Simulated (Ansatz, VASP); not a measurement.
## SiC in VASP and in Ansatz

```
CELL_PARAMETERS angstrom
0.03484 2.16933 2.16933
2.16933 0.03484 2.16933
2.16933 2.16933 0.03484
ATOMIC_POSITIONS crystal
Si 0.00080 0.00080 0.00080
C 0.24920 0.24920 0.24920
```

Change from the starting cell: epitaxial_111 strain -2.0%.

Alike in both runs: task single point; functional HSE06; k mesh 8 × 8 × 8; no spin polarisation.

```csv
,VASP,Ansatz
version,VASP 6.6.1,Ansatz 0.2.0
potentials or method,"VASP PAW PBE potentials, release 64 (Si, C)","plane waves, PAW"
plane-wave cutoff (eV),520,420
occupations,"gaussian, width 0.01 eV",fixed
valence electrons in the cell,8,8
```

```tsv
	VASP	Ansatz	Ansatz less VASP
gap on the k mesh at the Fermi level (eV)	2.10	2.10	-0.003
pressure (GPa)	7.4	7.9	+0.44
traceless stress, the component that is largest in VASP (GPa)	-4.49	-4.47	+0.019
rms of the force components (eV/Å)	0.003	0.004	+0.0015
```

Atom by atom the forces differ by 0.002 eV/Å (rms over components). Ansatz's warnings: stress exchange threshold loose, stress scf threshold loose.
